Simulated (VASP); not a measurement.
## SbPt: single point with r2SCAN

Crystal: SbPt.

```
Sb Pt
1.0
     4.14908    0.00000    0.00000
    -2.07454    3.59321    0.00000
     0.00000    0.00000    5.49584
Sb Pt
2 2
Direct
  0.33333 0.66667 0.25000
  0.66667 0.33333 0.75000
  0.00000 0.00000 0.00000
  0.00000 0.00000 0.50000
```

- Program: VASP 6.6.1
- Task: single point
- Functional: r2SCAN
- Potentials or basis: VASP PAW PBE potentials, release 64 (Sb, Pt)
- Cutoff: 520 eV
- k mesh: 9 × 9 × 6
- Occupations: fermi-dirac, width 0.1 eV
- Spin: no spin polarisation
- Dipole correction: no
- Further INCAR settings: ALGO = Normal; EDIFF = 1e-06; NBANDS = 23

| Item | Value |
| --- | --- |
| Pressure | 2.8 GPa |
| Band gap on the k mesh | zero (bands 15 and 16 overlap by 4.33 eV) |

Stress tensor (GPa, compression positive):
```
2.72 0.00 0.00
0.00 2.72 0.00
0.00 0.00 3.10
```

Levels at points of the mesh, in eV from the Fermi level:
```
           k point  band 13  band 14  band 15  band 16  band 17  band 18
(0.00, 0.00, 0.00)    -0.15    -0.15     0.73     2.42     2.72     3.74
(0.00, 0.00, 0.50)    -1.16    -1.16     2.42     2.42     2.42     2.42
```

It took 120 s on 1 thread of Intel(R) Xeon(R) 6975P-C (Granite Rapids) (shared host), peak memory 0.25 GiB.

Caveat: the PAW data sets were made with another functional, which shifts forces and pressure a little; spin-orbit coupling is left out, which moves the levels of the heavy elements.
